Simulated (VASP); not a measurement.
# TiAl (P4/mmm) in VASP: notebook, part 2 of 2

VASP 6.6.1. The steps go on from the part before.

### Step 3. Relaxation of cell and atoms, PBE, target pressure 5 GPa, at which the enthalpy is minimised

This run uses another cell than the first one, of 15.58 Å³/atom.

INCAR

```
SYSTEM = TiAl
PREC = Accurate
ENCUT = 600
EDIFF = 1E-6
ISMEAR = 0
SIGMA = 0.1
LREAL = .False.
LASPH = .True.
NELM = 80
ALGO = Normal
ISIF = 3
LWAVE = .False.
LCHARG = .False.
GGA = PE
IBRION = 2
NSW = 70
EDIFFG = -0.008
PSTRESS = 50.0
```

KPOINTS

```
regular mesh
0
Gamma
  14 14 10
  0 0 0
```

POSCAR

```
TiAl
1.0
    2.7833491332      0.0000000000      0.0000000000
    0.0000000000      2.7833491332      0.0000000000
    0.0000000000      0.0000000000      4.0214012565
Ti Al
1 1
Direct
    0.5000000000      0.5000000000      0.5000000000
    0.0000000000      0.0000000000      0.0000000000
```

Potentials or basis: VASP PAW PBE potentials, release 64 (Ti_sv, Al).

On the command line:

```
$ cat potpaw_PBE.64/Ti_sv/POTCAR potpaw_PBE.64/Al/POTCAR > POTCAR
$ mpirun -np 1 vasp_std > vasp.out
```

OUTCAR:

```text
SYSTEM = TiAl
   PREC = Accurate
   ENCUT = 600
   EDIFF = 1E-6
   ISMEAR = 0
   LREAL = .False.
   LASPH = .True.
   NELM = 80
   ISIF = 3
   GGA = PE
   IBRION = 2
   NSW = 70
   EDIFFG = -0.008
   PSTRESS = 50.0

 ion  position               nearest neighbor table
   1  0.500  0.500  0.500-   2 2.81   2 2.81   2 2.81   2 2.81   2 2.81   2 2.81   2 2.81   2 2.81

   2  0.000  0.000  0.000-   1 2.81   1 2.81   1 2.81   1 2.81   1 2.81   1 2.81   1 2.81   1 2.81

  LATTYP: Found a simple tetragonal cell.
 ALAT       =     2.7833491332
 C/A-ratio  =     1.4448066211

  Lattice vectors:

 A1 = (   2.7833491332,   0.0000000000,   0.0000000000)
 A2 = (   0.0000000000,   2.7833491332,   0.0000000000)
 A3 = (   0.0000000000,   0.0000000000,   4.0214012565)

Analysis of symmetry for initial positions (statically):
=====================================================================
 Subroutine PRICEL returns:
 Original cell was already a primitive cell.

 Routine SETGRP: Setting up the symmetry group for a
 simple tetragonal supercell.

 Subroutine GETGRP returns: Found 16 space group operations
 (whereof 16 operations were pure point group operations)
[... 182 lines left out ...]
      8       8.4080      2.00000
      9      11.0139      0.00000
     10      11.0139      0.00000
     11      12.2238      0.00000
[... 309 lines left out ...]
 k-point    24 :       0.3571    0.2143    0.0000
  band No.  band energies     occupation
      1     -47.7125      2.00000
      2     -24.1338      2.00000
      3     -24.1185      2.00000
      4     -23.8844      2.00000
      5       2.7885      2.00000
      6       6.9646      2.00000
      7       7.6108      2.00000
      8       8.7318      1.25519
      9       9.7394      0.00000
     10      10.1512      0.00000
     11      12.5155      0.00000

 [... further k-points ...]

------------------------ aborting loop because EDIFF is reached ----------------------------------------

  FORCE on cell =-STRESS in cart. coord.  units (eV):
  Direction    XX          YY          ZZ          XY          YZ          ZX
  --------------------------------------------------------------------------------------
  -------------------------------------------------------------------------------------
  Total        0.9755043      0.9755043      0.9737367      0.0000000      0.0000000      0.0000000
  in kB       50.1680234     50.1680234     50.0771198      0.0000000      0.0000000      0.0000000
  external PRESSURE =       0.1377222 kB  Pullay stress =      50.0000000 kB

 VOLUME and BASIS-vectors are now :
 -----------------------------------------------------------------------------
  energy-cutoff  :      600.00
  volume of cell :       31.15
      direct lattice vectors                 reciprocal lattice vectors
     2.783349133  0.000000000  0.000000000     0.359279398  0.000000000  0.000000000
     0.000000000  2.783349133  0.000000000     0.000000000  0.359279398  0.000000000
     0.000000000  0.000000000  4.021401256     0.000000000  0.000000000  0.248669540

 POSITION                                       TOTAL-FORCE (eV/Angst)
 -----------------------------------------------------------------------------------
      1.39167      1.39167      2.01070         0.000000      0.000000      0.000000
      0.00000      0.00000      0.00000         0.000000      0.000000      0.000000
 -----------------------------------------------------------------------------------
    total drift:                                0.000000      0.000000     -0.000000

  FREE ENERGIE OF THE ION-ELECTRON SYSTEM (eV)
  ---------------------------------------------------
  free  energy   TOTEN  =       -12.3755990338 eV

  energy  without entropy=      -12.3674781009  energy(sigma->0) =      -12.37153857

  enthalpy is  TOTEN    =       -11.4033619027 eV   P V=        0.9722371311

 reached required accuracy - stopping structural energy minimisation
```

OSZICAR:

```text
N       E                     dE             d eps       ncg     rms          rms(c)
DAV:   1     0.108412359393E+03    0.10841E+03   -0.81771E+03  4752   0.152E+03
DAV:   2    -0.335518955901E+01   -0.11177E+03   -0.10893E+03  4794   0.365E+02
DAV:   3    -0.131936437861E+02   -0.98385E+01   -0.95058E+01  8603   0.967E+01
DAV:   4    -0.138924843556E+02   -0.69884E+00   -0.69512E+00  6192   0.204E+01
DAV:   5    -0.139213561549E+02   -0.28872E-01   -0.28847E-01  6753   0.407E+00    0.100E+01
DAV:   6    -0.125256645579E+02    0.13957E+01   -0.12178E+01  5872   0.385E+01    0.342E+00
DAV:   7    -0.123860547080E+02    0.13961E+00   -0.11123E+00  5497   0.115E+01    0.202E+00
DAV:   8    -0.123762858502E+02    0.97689E-02   -0.14094E-01  5355   0.427E+00    0.475E-01
DAV:   9    -0.123753422379E+02    0.94361E-03   -0.22474E-02  5825   0.202E+00    0.248E-01
DAV:  10    -0.123756003096E+02   -0.25807E-03   -0.17109E-03  5927   0.494E-01    0.552E-02
DAV:  11    -0.123755963456E+02    0.39640E-05   -0.35428E-04  6151   0.208E-01    0.449E-02
DAV:  12    -0.123755995215E+02   -0.31759E-05   -0.28341E-05  5401   0.604E-02    0.120E-02
DAV:  13    -0.123755990338E+02    0.48771E-06   -0.96424E-07  3686   0.139E-02
   1 F= -.11403362E+02 E0= -.11399301E+02  d E =-.114034E+02
```

CONTCAR:

```text
TiAl
   1.00000000000000
     2.7833491332000002    0.0000000000000000    0.0000000000000000
     0.0000000000000000    2.7833491332000002    0.0000000000000000
     0.0000000000000000    0.0000000000000000    4.0214012564999999
  Ti              Al
     1     1
Direct
     0.5000000000000000    0.5000000000000000    0.5000000000000000
     0.0000000000000000    0.0000000000000000    0.0000000000000000

  0.00000000E+00  0.00000000E+00  0.00000000E+00
  0.00000000E+00  0.00000000E+00  0.00000000E+00
```

Wall time 74 s (1 thread of Intel Xeon 8259CL, shared host); peak memory 0.23 GiB.

What came out:

```yaml
Free_energy: -12.3756 eV
Pressure_after_relaxing: 5.0 GPa
Band_gap_on_the_k_mesh: zero (an odd number of electrons rules out a gap without spin polarisation)
```

Final structure:
```cif
data_structure
_symmetry_space_group_name_H-M 'P 1'
_symmetry_Int_Tables_number 1
_cell_length_a 2.7833
_cell_length_b 2.7833
_cell_length_c 4.0214
_cell_angle_alpha 90.000
_cell_angle_beta 90.000
_cell_angle_gamma 90.000
_cell_volume 31.15
loop_
_atom_site_label
_atom_site_type_symbol
_atom_site_fract_x
_atom_site_fract_y
_atom_site_fract_z
_atom_site_occupancy
Ti1 Ti 0.50000 0.50000 0.50000 1
Al1 Al 0.00000 0.00000 0.00000 1
```

Caveat: the relaxation stopped at its first step, so nothing moved; the cell is relaxed towards a set pressure, so the run minimises the enthalpy, not the energy.

### Step 4. Relaxation of cell and atoms, PBE, target pressure 2 GPa, at which the enthalpy is minimised

This run uses another cell than the first one, of 15.92 Å³/atom.

Changes to INCAR since step 3:

```diff
@@ -8,3 +8,3 @@
 LASPH = .True.
-NELM = 80
+NELM = 100
 ALGO = Normal
@@ -17,2 +17,2 @@
 EDIFFG = -0.008
-PSTRESS = 50.0
+PSTRESS = 20.0
```

KPOINTS is that of step 3.

POSCAR

```
TiAl
1.0
    2.8035497385      0.0000000000      0.0000000000
    0.0000000000      2.8035497385      0.0000000000
    0.0000000000      0.0000000000      4.0521262854
Ti Al
1 1
Direct
    0.5000000000      0.5000000000      0.5000000000
    0.0000000000      0.0000000000      0.0000000000
```

Potentials or basis: VASP PAW PBE potentials, release 64 (Ti_sv, Al).

On the command line:

```
$ cat potpaw_PBE.64/Ti_sv/POTCAR potpaw_PBE.64/Al/POTCAR > POTCAR
$ mpirun -np 1 vasp_std > vasp.out
```

OUTCAR:

```text
SYSTEM = TiAl
   PREC = Accurate
   ENCUT = 600
   EDIFF = 1E-6
   ISMEAR = 0
   LREAL = .False.
   LASPH = .True.
   NELM = 100
   ISIF = 3
   GGA = PE
   IBRION = 2
   NSW = 70
   EDIFFG = -0.008
   PSTRESS = 20.0

 ion  position               nearest neighbor table
   1  0.500  0.500  0.500-   2 2.83   2 2.83   2 2.83   2 2.83   2 2.83   2 2.83   2 2.83   2 2.83

   2  0.000  0.000  0.000-   1 2.83   1 2.83   1 2.83   1 2.83   1 2.83   1 2.83   1 2.83   1 2.83

  LATTYP: Found a simple tetragonal cell.
 ALAT       =     2.8035497385
 C/A-ratio  =     1.4453555896

  Lattice vectors:

 A1 = (   2.8035497385,   0.0000000000,   0.0000000000)
 A2 = (   0.0000000000,   2.8035497385,   0.0000000000)
 A3 = (   0.0000000000,   0.0000000000,   4.0521262854)

Analysis of symmetry for initial positions (statically):
=====================================================================
 Subroutine PRICEL returns:
 Original cell was already a primitive cell.

 Routine SETGRP: Setting up the symmetry group for a
 simple tetragonal supercell.

 Subroutine GETGRP returns: Found 16 space group operations
 (whereof 16 operations were pure point group operations)
 out of a pool of 16 trial point group operations.

The static configuration has the point symmetry D_4h.
[... 173 lines left out ...]
  external PRESSURE =       2.0051289 kB  Pullay stress =      20.0000000 kB
[... 63 lines left out ...]
--------------------------------------- Ionic step        3  -------------------------------------------

 number of electron      15.0000000 magnetization

 Free energy of the ion-electron system (eV)
  ---------------------------------------------------
  ext. energy  EPLUGINS =         0.00000000
  ---------------------------------------------------
  free energy    TOTEN  =       -12.39212506 eV

  energy without entropy =      -12.38377862  energy(sigma->0) =      -12.38795184

 E-fermi :   8.5058     XC(G=0): -11.1083

 val. band max:        8.5036598780   @ k =   0.2143   0.1429   0.5000
 cond. band min:       8.5353808744   @ k =   0.3571   0.1429   0.2000
 fundamental gap:      0.0317209964
 Fermi energy:         8.5057897959

 k-point     1 :       0.0000    0.0000    0.0000
  band No.  band energies     occupation
      1     -48.0958      2.00000
      2     -24.4956      2.00000
      3     -24.0364      2.00000
      4     -24.0364      2.00000
      5      -0.6204      2.00000
      6       6.5933      2.00000
      7       7.6338      2.00000
      8       8.1238      2.00000
      9      10.7010      0.00000
     10      10.7010      0.00000
     11      11.8743      0.00000
[... 309 lines left out ...]
 k-point    24 :       0.3571    0.2143    0.0000
  band No.  band energies     occupation
      1     -48.0216      2.00000
      2     -24.4232      2.00000
      3     -24.4219      2.00000
      4     -24.1905      2.00000
      5       2.5959      2.00000
      6       6.7421      2.00000
      7       7.3891      2.00000
      8       8.4804      1.28027
      9       9.4718      0.00000
     10       9.8680      0.00000
     11      12.1607      0.00000

 [... further k-points ...]

------------------------ aborting loop because EDIFF is reached ----------------------------------------

  FORCE on cell =-STRESS in cart. coord.  units (eV):
  Direction    XX          YY          ZZ          XY          YZ          ZX
  --------------------------------------------------------------------------------------
  -------------------------------------------------------------------------------------
  Total        0.3980128      0.3980128      0.3952000      0.0000000     -0.0000000      0.0000000
  in kB       19.9872216     19.9872216     19.8459685      0.0000000     -0.0000000      0.0000000
  external PRESSURE =      -0.0598628 kB  Pullay stress =      20.0000000 kB
[... 21 lines left out ...]
  energy  without entropy=      -12.3837786158  energy(sigma->0) =      -12.38795184

  enthalpy is  TOTEN    =       -11.9938577796 eV   P V=        0.3982672842

 reached required accuracy - stopping structural energy minimisation
```

CONTCAR:

```text
TiAl
   1.00000000000000
     2.8052411738777168    0.0000000000000000    0.0000000000000000
     0.0000000000000000    2.8052411738777168    0.0000000000000000
     0.0000000000000000   -0.0000000000000000    4.0542899990067518
  Ti              Al
     1     1
Direct
     0.5000000000000000    0.5000000000000000    0.5000000000000000
     0.0000000000000000    0.0000000000000000    0.0000000000000000

  0.00000000E+00  0.00000000E+00  0.00000000E+00
  0.00000000E+00  0.00000000E+00  0.00000000E+00
```

Run time: 2.4 min. Hardware: 1 thread of Intel Xeon 8259CL, shared host; peak memory 0.24 GiB.

Results:

| Property | Result |
| --- | --- |
| Free energy | -12.3921 eV |
| Relaxed volume | 15.95 Å³/atom |
| Relaxed cell | a = 2.805 Å, b = 2.805 Å, c = 4.054 Å, α = 90.00°, β = 90.00°, γ = 90.00° |
| Space group after relaxing (to 0.1 Å) | P4/mmm (No. 123) |
| Energy change on relaxing (the run minimises the enthalpy) | -0.4 meV/atom |
| Ionic steps | 3 |
| Pressure after relaxing | 2.0 GPa |
| Band gap on the k mesh | zero (an odd number of electrons rules out a gap without spin polarisation) |

Step by step:
```tsv
step	energy change (eV)	largest force (eV/Å)	pressure (GPa)	volume (Å³)
1	0.0000	0.0000	2.20	31.85
2	-0.0012	0.0000	1.89	31.94
3	-0.0007	0.0000	1.99	31.90
```

Final structure:
```yaml
crystal:
  lattice:
    - [2.80524, 0.00000, 0.00000]
    - [0.00000, 2.80524, 0.00000]
    - [0.00000, 0.00000, 4.05429]
  atoms:
    - { symbol: Ti, position: [0.50000, 0.50000, 0.50000] }
    - { symbol: Al, position: [0.00000, 0.00000, 0.00000] }
```

Levels at points of the mesh, in eV from the Fermi level:
```csv
k point,band 4,band 5,band 6,band 7,band 8,band 9,band 10,band 11
"(0.00, 0.00, 0.00)",-32.54,-9.13,-1.91,-0.87,-0.38,2.20,2.20,3.37
"(0.50, 0.00, 0.00)",-32.50,-4.59,-4.57,-1.75,-0.27,1.77,2.56,4.41
"(0.50, 0.50, 0.00)",-32.88,-3.23,-0.46,-0.46,-0.43,-0.23,-0.23,4.28
"(0.00, 0.00, 0.50)",-32.54,-7.64,-5.31,-0.70,0.62,1.84,1.84,3.38
"(0.50, 0.00, 0.50)",-32.50,-4.96,-2.98,-1.21,-1.14,1.37,1.82,2.34
"(0.50, 0.50, 0.50)",-32.89,-2.57,-2.30,-2.30,1.86,2.16,2.70,4.25
```

Caveat: the cell is relaxed towards a set pressure, so the run minimises the enthalpy, not the energy.

### Step 5. The runs side by side

```tsv
cell	gap on the mesh (eV)	pressure (GPa)
relaxed to 10 GPa from a = 2.751, b = 2.751, c = 3.973 Å, 2 atoms	none	10.0
relaxed to 5 GPa from a = 2.783, b = 2.783, c = 4.021 Å, 2 atoms	none	5.0
relaxed to 2 GPa from a = 2.804, b = 2.804, c = 4.052 Å, 2 atoms	none	2.0
```

Alike in all rows: task relaxation of cell and atoms; level PBE; potentials or basis VASP PAW PBE potentials, release 64 (Ti_sv, Al); no spin polarisation; k mesh 14 × 14 × 10; cutoff (eV) 600; smearing gaussian 0.1 eV.

Caveats: the cell is relaxed towards a set pressure, so the run minimises the enthalpy, not the energy; the relaxation stopped at its first step, so nothing moved (at least some runs).

Total energies depend on the potentials used, so only differences within one code and one set of settings carry meaning.
